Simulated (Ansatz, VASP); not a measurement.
# Sn3Se in VASP and in Ansatz

INCAR

```
SYSTEM = Sn3Se
ALGO = Normal
EDIFF = 1E-6
ENCUT = 520
GGA = PE
ISIF = 2
ISMEAR = -1
LASPH = .TRUE.
LCHARG = .TRUE.
LELF = .TRUE.
LREAL = .FALSE.
LVHAR = .TRUE.
LWAVE = .FALSE.
NBANDS = 32
NELM = 100
PREC = Accurate
SIGMA = 0.05
```

KPOINTS

```
k-points
0
G
  6 6 6
  0 0 0
```

POSCAR

```
Sn3Se
1.0
    0.0000000000      3.7578614887      3.7578614887
    3.7578614887      0.0000000000      3.7578614887
    3.7578614887      3.7578614887      0.0000000000
Sn Se
3 1
Direct
    0.5000000000      0.5000000000      0.5000000000
    0.7500000000      0.7500000000      0.7500000000
    0.2500000000      0.2500000000      0.2500000000
    0.0000000000      0.0000000000      0.0000000000
```

Contents of input.yaml:

```yaml
crystal:
  lattice:
    - [0.0, 3.7578614887, 3.7578614887]
    - [3.7578614887, 0.0, 3.7578614887]
    - [3.7578614887, 3.7578614887, 0.0]
  atoms:
    - { symbol: Sn, position: [0.5, 0.5, 0.5] }
    - { symbol: Sn, position: [0.75, 0.75, 0.75] }
    - { symbol: Sn, position: [0.25, 0.25, 0.25] }
    - { symbol: Se, position: [0.0, 0.0, 0.0] }
hamiltonian:
  xc: pbe
  pseudopotentials: { kind: paw }
kpoints:
  mp_grid: { grid: [6, 6, 6] }
scf:
  occupations: { method: fermi_dirac, width: 0.05 }
output:
  forces: true
  stress: true
  eigenvalues: true
```

Alike in both runs: task single point; functional PBE; k mesh 6 × 6 × 6; occupations fermi-dirac, width 0.05 eV; no spin polarisation.

```csv
,VASP,Ansatz
version,VASP 6.6.1,Ansatz 0.2.0
potentials or method,"VASP PAW PBE potentials, release 64 (Sn_d, Se)",Ansatz PAW
plane-wave cutoff (eV),520,420
valence electrons in the cell,48,58
```

```csv
,VASP,Ansatz,Ansatz less VASP
gap on the k mesh at the Fermi level (eV),none,none,-
pressure (GPa),-1.1,-1.1,+0.02
```

A gap of «none» marks a metal or a gap that the smearing closes. The functional is the same, so the differences come from potentials, cutoffs and numerics. VASP's potentials hold 48 valence electrons a cell and Ansatz's 58, so a difference there can come from the potentials and not from the codes.
